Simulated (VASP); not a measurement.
Write the native input for VASP 6.6.1 that does the following.

```
Task                   : single point
Functional             : PBE
Potentials or basis    : VASP PAW PBE potentials, release 64 (In_d)
Cutoff                 : 520 eV
k mesh                 : 18 × 18 × 18
Occupations            : gaussian, width 0.15 eV
Spin                   : no spin polarisation
Dipole correction      : no
Further INCAR settings : ALGO = Fast; EDIFF = 1e-06; NBANDS = 12
```

The structure of In lies in POSCAR:

```
In
1.0
   -1.8236963262      1.8236963262      1.8825252400
    1.8236963262     -1.8236963262      1.8825252400
    1.9413541538      1.9413541538     -1.8825252400
In
1
Direct
    0.0000000000      0.0000000000      0.0000000000
```

This cell differs from its parent crystal: strain +0.0625 x Voigt [0, 0, 0, 0, 0, 1].

These files were run (other wordings do the same):

INCAR

```
  ALGO = Fast
  EDIFF = 1E-6
  ENCUT = 520
  GGA = PE
  ISIF = 2
  ISMEAR = 0
  LASPH = T
  LCHARG = T
  LELF = T
  LREAL = F
  LVHAR = T
  LWAVE = F
  NBANDS = 12
  NELM = 60
  PREC = Accurate
  SIGMA = 0.15
```

KPOINTS

```
k-points
0
Gamma
  18 18 18
```

Potentials or basis: VASP PAW PBE potentials, release 64 (In_d).

Command:

```bash
$ cat potpaw_PBE.64/In_d/POTCAR > POTCAR
$ mpirun -np 1 vasp_std > vasp.out
```

Results of the run:

```yaml
Pressure: 1.5 GPa
Band_gap_on_the_k_mesh: zero (an odd number of electrons rules out a gap without spin polarisation)
```

Caveat: the cell differs from its parent crystal (strain +0.0625 x Voigt [0, 0, 0, 0, 0, 1]); spin-orbit coupling is left out, which moves the levels of the heavy elements.

It took 2.7 min on 1 thread of Intel(R) Xeon(R) Platinum 8259CL CPU @ 2.50GHz (Skylake/Cascade Lake), on a shared host, peak memory 0.36 GiB.
